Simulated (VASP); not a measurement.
# P (R-3m) in VASP: a series of runs

P is run at these levels: PBE; tasks: single point.

Program: VASP 6.6.1. These are calculated values, not measurements. Logs are shortened: lines on timing, memory, paths and dates and some standing lists are left out, and cuts for length are marked.

### 1 The cell of the first run

Symmetry: R-3m, No. 166, trigonal system. The conventional cell has a = 2.931 Å, b = 2.931 Å, c = 3.571 Å, α = 90.00°, β = 90.00°, γ = 120.00°. P (site symmetry -3m) has 6 P at 2.07 Å within 2.7 Å.

This isn't the form of P at room conditions, which is orthorhombic.

### 2 Single point, PBE

Input file INCAR:

```
  PREC = Accurate
  ENCUT = 520
  EDIFF = 1E-6
  ISMEAR = -1
  SIGMA = 0.05
  LREAL = False
  LASPH = True
  NELM = 60
  ALGO = Normal
  ISIF = 2
  LWAVE = False
  LCHARG = False
  GGA = PE
  NBANDS = 12
```

Input file KPOINTS:

```
Automatic mesh
0
Gamma
  15 15 15
```

Input file POSCAR:

```
P
1.0
    1.4655139820     -0.8461148920      2.3808882926
    0.0000000000      1.6922297840      2.3808882926
   -1.4655139820     -0.8461148920      2.3808882926
P
2
Direct
    0.2499999768      0.2499999768      0.2499999768
   -0.2499999768     -0.2499999768     -0.2499999768
```

Potentials or basis: VASP PAW PBE potentials, release 64 (P).

Launch:

```sh
$ cat potpaw_PBE.64/P/POTCAR > POTCAR
$ mpirun -np 1 vasp_std > vasp.out
```

OUTCAR:

```text
PREC = Accurate
   ENCUT = 520
   EDIFF = 1E-6
   ISMEAR = -1
   LREAL = False
   LASPH = True
   NELM = 60
   ISIF = 2
   GGA = PE

 ion  position               nearest neighbor table
   1  0.250  0.250  0.250-   2 2.07   2 2.07   2 2.07   2 2.07   2 2.07   2 2.07
   2  0.750  0.750  0.750-   1 2.07   1 2.07   1 2.07   1 2.07   1 2.07   1 2.07

  LATTYP: Found a trigonal (rhomboedric) cell.
 ALAT       =     2.9210050845
 COS(alpha) =     0.4965628012

  Lattice vectors:

 A1 = (   1.4655139820,  -0.8461148920,   2.3808882926)
 A2 = (   0.0000000000,   1.6922297840,   2.3808882926)
 A3 = (  -1.4655139820,  -0.8461148920,   2.3808882926)

Analysis of symmetry for initial positions (statically):
=====================================================================
 Subroutine PRICEL returns following result:

  LATTYP: Found a trigonal (rhomboedric) cell.
 ALAT       =     2.0690089701
 COS(alpha) =    -0.0034254250

  Lattice vectors:

 A1 = (   1.4655139820,   0.8461148920,   1.1904438149)
 A2 = (  -1.4655139820,   0.8461148920,   1.1904444777)
 A3 = (   0.0000000000,  -1.6922297840,   1.1904438149)

   2 primitive cells build up your supercell.

 Routine SETGRP: Setting up the symmetry group for a
 trigonal (rhombohedral) supercell.

 Subroutine GETGRP returns: Found 12 space group operations
 (whereof 12 operations were pure point group operations)
 out of a pool of 12 trial point group operations.

The static configuration has the point symmetry D_3d.

Analysis of symmetry for dynamics (positions and initial velocities):
=====================================================================
 Subroutine PRICEL returns following result:

  LATTYP: Found a trigonal (rhomboedric) cell.
 ALAT       =     2.0690089701
 COS(alpha) =    -0.0034254250

  Lattice vectors:

 A1 = (   1.4655139820,   0.8461148920,   1.1904438149)
 A2 = (  -1.4655139820,   0.8461148920,   1.1904444777)
 A3 = (   0.0000000000,  -1.6922297840,   1.1904438149)

   2 primitive cells build up your supercell.

 Routine SETGRP: Setting up the symmetry group for a
 trigonal (rhombohedral) supercell.

 Subroutine GETGRP returns: Found 12 space group operations
 (whereof 12 operations were pure point group operations)
 out of a pool of 12 trial point group operations.

The dynamic configuration has the point symmetry D_3d.

 Subroutine INISYM returns: Found 12 space group operations
 (whereof 12 operations are pure point group operations),
 and found     2 'primitive' translations

----------------------------------------------------------------------------------------

                                     Primitive cell

  volume of cell :       8.8569

  direct lattice vectors                    reciprocal lattice vectors
     1.465513982  0.846114892  1.190443815     0.341177293  0.196978729  0.280007563
    -1.465513982  0.846114892  1.190444478    -0.341177166  0.196978729  0.280007563
     0.000000000 -1.692229784  1.190443815     0.000000063 -0.393957567  0.280007563

  length of vectors
     2.069008970  2.069009351  2.069008970     0.483328873  0.483328784  0.483328873

  position of ions in fractional coordinates (direct lattice)
     0.500000000  0.500000000  0.500000000

  ion indices of the primitive-cell ions
   primitive index   ion index
                 1           1

----------------------------------------------------------------------------------------

 KPOINTS: Automatic mesh

Automatic generation of k-mesh.
 Grid dimensions read from file:
 generate k-points for:   15   15   15

 Generating k-lattice:

  Cartesian coordinates                     Fractional coordinates (reciprocal lattice)
     0.022745149 -0.013131918  0.009333585     0.066666667  0.000000000  0.000000000
     0.000000000  0.026263835  0.009333585     0.000000000  0.066666667  0.000000000
    -0.022745149 -0.013131918  0.009333585     0.000000000  0.000000000  0.066666667

  Length of vectors
     0.027873013  0.027873013  0.027873013

  Shift w.r.t. Gamma in fractional coordinates (k-lattice)
     0.000000000  0.000000000  0.000000000

 Subroutine IBZKPT returns following result:
 ===========================================

 Found    344 irreducible k-points:

 Following reciprocal coordinates:
            Coordinates               Weight
  0.000000  0.000000  0.000000      1.000000
  0.066667  0.000000  0.000000      6.000000
  0.133333  0.000000 -0.000000      6.000000
  0.200000  0.000000  0.000000      6.000000
  0.266667  0.000000 -0.000000      6.000000
  0.333333  0.000000  0.000000      6.000000
[... 16 lines left out ...]
  0.133333  0.133333  0.000000      6.000000
  0.200000  0.133333  0.000000     12.000000
 [... further k-points ...]
   k-points           NKPTS =    344   k-points in BZ     NKDIM =    344   number of bands    NBANDS=     12
   number of dos      NEDOS =    301   number of ions     NIONS =      2
   total plane-waves  NPLWV =  13824
   dimension x,y,z NGX =    24 NGY =   24 NGZ =   24
   dimension x,y,z NGXF=    48 NGYF=   48 NGZF=   48
   ions per type =               2
   NGX,Y,Z   is equivalent  to a cutoff of  13.66, 13.66, 13.66 a.u.
   NGXF,Y,Z  is equivalent  to a cutoff of  27.32, 27.32, 27.32 a.u.
 SYSTEM =  unknown system
   PREC   = accura    normal or accurate (medium, high low for compatibility)
   ISTART =      0    job   : 0-new  1-cont  2-samecut
   ICHARG =      2    charge: 1-file 2-atom 10-const
   ISPIN  =      1    spin polarized calculation?
   LNONCOLLINEAR =      F non collinear calculations
   LSORBIT =      F    spin-orbit coupling
   LASPH  =      T    aspherical Exc in radial PAW
   ENCUT  =  520.0 eV  38.22 Ry    6.18 a.u.   5.43  5.43  5.43*2*pi/ulx,y,z
   NELM   =     60;   NELMIN=  2; NELMDL= -5     # of ELM steps
   EDIFF  = 0.1E-05   stopping-criterion for ELM
   LREAL  =      F    real-space projection
   EDIFFG = 0.1E-04   stopping-criterion for IOM
   NSW    =      0    number of steps for IOM
   IBRION =     -1    ionic relax: 0-MD 1-quasi-New 2-CG
   NFREE  =      0    steps in history (QN), initial steepest desc. (CG)
   ISIF   =      2    stress and relaxation
   ISYM   =      2    0-nonsym 1-usesym 2-fastsym
   POTIM  = 0.5000    time-step for ionic-motion
   TEBEG  =    0.0;   TEEND  =   0.0 temperature during run
   PSTRESS=    0.0 pullay stress
   NELECT =      10.0000    total number of electrons
   NUPDOWN=      -1.0000    fix difference up-down
   EMIN   =  10.00;   EMAX   =-10.00  energy-range for DOS
   EFERMI =   0.00;   METHOD = LEGACY
   ISMEAR =    -1;   SIGMA  =   0.05  broadening in eV -4-tet -1-fermi 0-gaus
   EFERMI_NEDOS =   21; number of points for ismear=-14 and -15
   IALGO  =     38    algorithm
   IMIX   =      4    mixing-type and parameters
     AMIX     =   0.40;   BMIX     =  1.00
     AMIX_MAG =   1.60;   BMIX_MAG =  1.00
  volume/ion in A,a.u.               =       8.86        59.77
  Fermi-wavevector in a.u.,A,eV,Ry     =   1.353022  2.556842 24.907771  1.830669
  Thomas-Fermi vector in A             =   2.480312
   LORBIT       =      0    0 simple, 1 ext, 2 COOP (PROOUT), +10 PAW based schemes
   GGA     = PE    functional components
   LHFCALC =     F    Hartree Fock is set to
   AEXX    =    0.0000 exact exchange contribution
   IVDW    =     0    specifies the selected vdW correction
   LEPSILON=     F    determine dielectric tensor
   LRPA    =     F    only Hartree local field effects (RPA)
 non-spin polarized calculation
  energy-cutoff  :      520.00
  volume of cell :       17.71
 maximum number of plane-waves:       513
 NGX is ok and might be reduce to    24
   NGX = 11   NGY = 11   NGZ = 11

 number of electron      10.0000000 magnetization

 number of electron       9.9999998 magnetization

 Free energy of the ion-electron system (eV)
  ---------------------------------------------------
  ext. energy  EPLUGINS =         0.00000000
  ---------------------------------------------------
  free energy    TOTEN  =        -6.71497024 eV

  energy without entropy =       -6.71085910  energy(sigma->0) =       -6.71291467

 E-fermi :  17.7842     XC(G=0): -13.5980

 val. band max:       17.7584700149   @ k =  -0.3333   0.3333   0.1333
 cond. band min:      17.7851891123   @ k =  -0.2000   0.4667   0.1333
 fundamental gap:      0.0267190974
 Fermi energy:        17.7842178005

 k-point     1 :       0.0000    0.0000    0.0000
  band No.  band energies     occupation
      1      -4.4209      2.00000
      2      15.6324      2.00000
      3      15.6324      2.00000
      4      15.7804      2.00000
      5      20.7184      0.00000
      6      20.7184      0.00000
      7      20.8514      0.00000
      8      24.0824      0.00000
      9      24.0824      0.00000
     10      24.6460      0.00000
     11      26.5282      0.00000
     12      26.5694      0.00000

 k-point     2 :       0.0667    0.0000    0.0000
  band No.  band energies     occupation
      1      -4.3111      2.00000
      2      14.7070      2.00000
      3      15.5280      2.00000
      4      15.6570      2.00000
      5      21.0288      0.00000
      6      21.0292      0.00000
      7      21.1642      0.00000
      8      23.0515      0.00000
      9      23.0520      0.00000
     10      25.0554      0.00000
     11      26.3476      0.00000
     12      27.7544      0.00000

 k-point     3 :       0.1333    0.0000   -0.0000
  band No.  band energies     occupation
      1      -3.9820      2.00000
      2      12.7331      2.00000
      3      15.2918      2.00000
      4      15.4106      2.00000
      5      21.2424      0.00000
      6      21.4900      0.00000
      7      21.4979      0.00000
      8      21.8837      0.00000
      9      22.0150      0.00000
     10      25.7671      0.00000
     11      26.2582      0.00000
     12      29.8776      0.00000
[... 286 lines left out ...]
 k-point    23 :       0.1333    0.1333    0.0000
  band No.  band energies     occupation
      1      -3.8348      2.00000
      2      13.8641      2.00000
      3      13.9576      2.00000
      4      14.6148      2.00000
      5      18.6807      0.00000
      6      19.2273      0.00000
      7      23.6021      0.00000
      8      23.6886      0.00000
      9      24.5513      0.00000
     10      26.5169      0.00000
     11      27.0195      0.00000
     12      27.0476      0.00000

 k-point    24 :       0.2000    0.1333    0.0000
  band No.  band energies     occupation
      1      -3.4333      2.00000
      2      12.2013      2.00000
      3      13.4279      2.00000
      4      14.8413      2.00000
      5      17.1466      1.99999
      6      19.1139      0.00000
      7      23.7636      0.00000
      8      24.2720      0.00000
      9      24.9818      0.00000
     10      26.9126      0.00000
     11      27.8845      0.00000
     12      28.4577      0.00000

 [... further k-points ...]

------------------------ aborting loop because EDIFF is reached ----------------------------------------

  FORCE on cell =-STRESS in cart. coord.  units (eV):
  Direction    XX          YY          ZZ          XY          YZ          ZX
  --------------------------------------------------------------------------------------
  -------------------------------------------------------------------------------------
  Total       18.2152258     18.2152258     18.2482084     -0.0000000      0.0000000     -0.0000000
  in kB     1647.5384834   1647.5384833   1650.5217027     -0.0000000      0.0000000     -0.0000000
  external PRESSURE =    1648.5328898 kB  Pullay stress =       0.0000000 kB

 VOLUME and BASIS-vectors are now :
 -----------------------------------------------------------------------------
  energy-cutoff  :      520.00
  volume of cell :       17.71
      direct lattice vectors                 reciprocal lattice vectors
     1.465513982 -0.846114892  2.380888293     0.341177229 -0.196978765  0.140003768
     0.000000000  1.692229784  2.380888293     0.000000000  0.393957530  0.140003768
    -1.465513982 -0.846114892  2.380888293    -0.341177229 -0.196978765  0.140003768

 POSITION                                       TOTAL-FORCE (eV/Angst)
 -----------------------------------------------------------------------------------
      0.00000      0.00000      1.78567         0.000000      0.000000     -0.000000
      0.00000      0.00000      5.35700         0.000000      0.000000      0.000000
 -----------------------------------------------------------------------------------
    total drift:                                0.000000     -0.000000      0.000000

  FREE ENERGIE OF THE ION-ELECTRON SYSTEM (eV)
  ---------------------------------------------------
  free  energy   TOTEN  =        -6.7149702439 eV

  energy  without entropy=       -6.7108591004  energy(sigma->0) =       -6.71291467
```

It took 51 s on 1 thread of Intel Xeon 8259CL, shared host; peak memory 0.18 GiB.

Results:

```
Free energy            : -6.7150 eV
Pressure               : 164.9 GPa
Band gap on the k mesh : zero (bands 5 and 6 overlap by 5.83 eV)
```

Caveat: the cell stands under pressure.

### 3 Single point, PBE (8.86 Å³/atom)

Input file INCAR:

```
SYSTEM = P
PREC = Accurate ; ENCUT = 520
EDIFF = 1E-6 ; ISMEAR = -1
SIGMA = 0.05 ; LREAL = .False.
LASPH = .True. ; NELM = 80
ALGO = Normal ; ISIF = 2
LWAVE = .False. ; LCHARG = .False.
GGA = PE ; NBANDS = 12
```

Input file KPOINTS:

```
Automatic mesh
0
Gamma
  15 15 15
  0 0 0
```

POSCAR is that of step 2.

Potentials or basis: VASP PAW PBE potentials, release 64 (P).

Launch:

```sh
$ cat potpaw_PBE.64/P/POTCAR > POTCAR
$ mpirun -np 1 vasp_std > vasp.out
```

It took 50 s on 1 thread of Intel Xeon 8259CL, shared host; peak memory 0.17 GiB.

It converged, with:

```yaml
Free_energy: -6.7150 eV
Pressure: 164.9 GPa
Band_gap_on_the_k_mesh: zero (bands 5 and 6 overlap by 5.83 eV)
```

Stress tensor (GPa, compression positive):
```
164.75   0.00   0.00
  0.00 164.75   0.00
  0.00   0.00 165.05
```

Levels at points of the mesh, in eV from the Fermi level:
| k point | band 2 | band 3 | band 4 | band 5 | band 6 | band 7 | band 8 | band 9 |
| --- | --- | --- | --- | --- | --- | --- | --- | --- |
| (0.00, 0.00, 0.00) | -2.15 | -2.15 | -2.00 | 2.93 | 2.93 | 3.07 | 6.30 | 6.30 |

Caveat: the cell stands under pressure.

### 4 Single point, PBE

This run uses another cell than the first one, of 10.47 Å³/atom.

Input file INCAR:

```
PREC = Accurate ; ENCUT = 520
EDIFF = 1E-6 ; ISMEAR = -1
SIGMA = 0.05 ; LREAL = F
LASPH = T ; NELM = 80
ALGO = Normal ; ISIF = 2
LWAVE = F ; LCHARG = T
GGA = PE ; LELF = T
LVHAR = T ; NBANDS = 12
```

Input file KPOINTS:

```
Automatic mesh
0
Gamma
  15 15 15
```

Input file POSCAR:

```
P
1.0
    1.5459086891     -0.8925307978      2.5287269823
    0.0000000000      1.7850615956      2.5287269823
   -1.5459086891     -0.8925307978      2.5287269823
P
2
Direct
    0.2500262934      0.2500262934      0.2500262934
   -0.2500262934     -0.2500262934     -0.2500262934
```

Potentials or basis: VASP PAW PBE potentials, release 64 (P).

Launch:

```sh
$ cat potpaw_PBE.64/P/POTCAR > POTCAR
$ mpirun -np 1 vasp_std > vasp.out
```

OUTCAR:

```text
PREC = Accurate
   ENCUT = 520
   EDIFF = 1E-6
   ISMEAR = -1
   LREAL = F
   LASPH = T
   NELM = 80
   ISIF = 2
   GGA = PE

 ion  position               nearest neighbor table
   1  0.250  0.250  0.250-   2 2.19   2 2.19   2 2.19   2 2.19   2 2.19   2 2.19
   2  0.750  0.750  0.750-   1 2.19   1 2.19   1 2.19   1 2.19   1 2.19   1 2.19

  LATTYP: Found a trigonal (rhomboedric) cell.
 ALAT       =     3.0953037090
 COS(alpha) =     0.5011256948

  Lattice vectors:

[... 547 lines left out ...]

------------------------ aborting loop because EDIFF is reached ----------------------------------------

  FORCE on cell =-STRESS in cart. coord.  units (eV):
  Direction    XX          YY          ZZ          XY          YZ          ZX
  --------------------------------------------------------------------------------------
  -------------------------------------------------------------------------------------
  Total       10.1417988     10.1417988     10.1050322     -0.0000000     -0.0000000     -0.0000000
  in kB      776.1851501    776.1851501    773.3712820     -0.0000000     -0.0000000     -0.0000000
  external PRESSURE =     775.2471940 kB  Pullay stress =       0.0000000 kB

 VOLUME and BASIS-vectors are now :
 -----------------------------------------------------------------------------
  energy-cutoff  :      520.00
  volume of cell :       20.93
      direct lattice vectors                 reciprocal lattice vectors
     1.545908689 -0.892530798  2.528726982     0.323434368 -0.186734919  0.131818633
     0.000000000  1.785061596  2.528726982     0.000000000  0.373469839  0.131818633
    -1.545908689 -0.892530798  2.528726982    -0.323434368 -0.186734919  0.131818633

 POSITION                                       TOTAL-FORCE (eV/Angst)
 -----------------------------------------------------------------------------------
      0.00000      0.00000      1.89674         0.000000      0.000000     -0.002853
      0.00000      0.00000      5.68944         0.000000      0.000000      0.002853
 -----------------------------------------------------------------------------------
    total drift:                               -0.000000      0.000000      0.000000

  FREE ENERGIE OF THE ION-ELECTRON SYSTEM (eV)
  ---------------------------------------------------
  free  energy   TOTEN  =        -9.0567917186 eV

  energy  without entropy=       -9.0539500075  energy(sigma->0) =       -9.05537086
```

OSZICAR:

```text
N       E                     dE             d eps       ncg     rms          rms(c)
DAV:   1     0.221574659583E+02    0.22157E+02   -0.49608E+03  8304   0.759E+02
DAV:   2    -0.816060955987E+01   -0.30318E+02   -0.29000E+02 10844   0.129E+02
DAV:   3    -0.910897853206E+01   -0.94837E+00   -0.94131E+00 10784   0.198E+01
DAV:   4    -0.911258368426E+01   -0.36052E-02   -0.36047E-02  9664   0.145E+00
DAV:   5    -0.911259845418E+01   -0.14770E-04   -0.14769E-04 10808   0.870E-02    0.117E+01
DAV:   6    -0.907474164297E+01    0.37857E-01   -0.87965E-03  9616   0.537E-01    0.712E+00
DAV:   7    -0.905679554582E+01    0.17946E-01   -0.14406E-02  9948   0.779E-01    0.137E-01
DAV:   8    -0.905678050440E+01    0.15041E-04   -0.28928E-04  9736   0.120E-01    0.542E-02
DAV:   9    -0.905679095490E+01   -0.10451E-04   -0.44913E-05  9828   0.446E-02    0.240E-02
DAV:  10    -0.905679171862E+01   -0.76372E-06   -0.20448E-06  9440   0.884E-03
   1 F= -.90567917E+01 E0= -.90553709E+01  d E =-.284171E-02
```

stdout:

```text
POSCAR found type information on POSCAR P
 POSCAR found :  1 types and       2 ions
 scaLAPACK will be used
 LDA part: xc-table for (Slater+PW92), standard interpolation
 POSCAR, INCAR and KPOINTS ok, starting setup
 FFT: planning ... GRIDC
 FFT: planning ... GRID_SOFT
 FFT: planning ... GRID
 WAVECAR not read
 entering main loop
```

Wall time 59 s (1 thread of Intel Xeon 8259CL, shared host); peak memory 0.18 GiB.

What came out:

- Free energy: -9.0568 eV
- Pressure: 77.5 GPa
- Band gap on the k mesh: zero (bands 5 and 6 overlap by 5.03 eV)

Forces in eV/Å, atoms in the order of the input:
```
P    0.000  0.000 -0.003
P    0.000  0.000  0.003
```

Stress tensor (GPa, compression positive):
```
77.62  0.00  0.00
 0.00 77.62  0.00
 0.00  0.00 77.34
```

Levels at points of the mesh, in eV from the Fermi level:
```csv
k point,band 3,band 4,band 5,band 6,band 7,band 8
"(0.00, 0.00, 0.00)",-2.34,-2.34,3.23,3.49,3.52,3.52
```

Caveat: the cell stands under pressure.
